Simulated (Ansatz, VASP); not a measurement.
**Two plane-wave programs on As**

Contents of INCAR:

```
SYSTEM = As
  ALGO = Normal
  DIPOL = 0.5 0.5 0.500
  EDIFF = 1E-6
  EDIFFG = -0.01
  ENCUT = 520
  GGA = PE
  IBRION = 2
  IDIPOL = 3
  ISIF = 2
  ISMEAR = 0
  IVDW = 12
  LASPH = .TRUE.
  LCHARG = .FALSE.
  LDIPOL = .TRUE.
  LREAL = .FALSE.
  LWAVE = .FALSE.
  NELM = 100
  NSW = 60
  PREC = Accurate
  SIGMA = 0.02
```

The input KPOINTS:

```
k-points
0
G
  9 9 1
  0 0 0
```

POSCAR

```
As
1.0
    3.6430567460      0.0000000000      0.0000000000
   -1.8215283730      3.1549796895      0.0000000000
    0.0000000000      0.0000000000     28.5742413760
As
2
Direct
    0.3333333333      0.6666666667      0.4755450732
    0.6666666667      0.3333333333      0.5244549268
```

Input for Ansatz:

```yaml
crystal:
  lattice:
    - [3.643056746, 0.0, 0.0]
    - [-1.821528373, 3.1549796895, 0.0]
    - [0.0, 0.0, 28.574241376]
  atoms:
    - { symbol: As, position: [0.3333333333, 0.6666666667, 0.4755450732] }
    - { symbol: As, position: [0.6666666667, 0.3333333333, 0.5244549268] }
  periodic: [true, true, false]
basis:
  ecutwfc: 420
kpoints:
  mp_grid: { grid: [9, 9, 1] }
  band_path:
    path:
      - [0, 0, 0]
      - [0.5, 0, 0]
      - [0.333333333333, 0.333333333333, 0]
      - [0, 0, 0]
    npoints: 8
hamiltonian:
  xc: pbe
  dispersion: d3bj
scf:
  occupations: { method: gaussian, width: 0.02 }
output:
  forces: true
  stress: true
  eigenvalues: true
relax:
  adjacent_minimum: "off"
  f_tol: 0.01
  max_steps: 40
```

Change from the starting cell: biaxial strain +0.020, atoms relaxed.

Alike in both runs: task relaxation of the atoms; functional PBE; dispersion D3(BJ); k mesh 9 × 9 × 1; occupations gaussian, width 0.02 eV; no spin polarisation.

|  | VASP | Ansatz |
| --- | --- | --- |
| version | VASP 6.6.1 | Ansatz 0.2.0 |
| potentials or method | VASP PAW PBE potentials, release 64 (As), cutoff 520 eV | scalar-relativistic, plane waves, PAW |
| valence electrons in the cell | 10 | 30 |

```csv
,VASP,Ansatz,Ansatz less VASP
"gap on the k mesh at the Fermi level, each at its own relaxed structure (eV)",1.72,1.74,+0.025
```

VASP's potentials hold 10 valence electrons a cell and Ansatz's 30, so a difference there can come from the potentials and not from the codes. Ansatz's warnings: stress scf threshold loose.
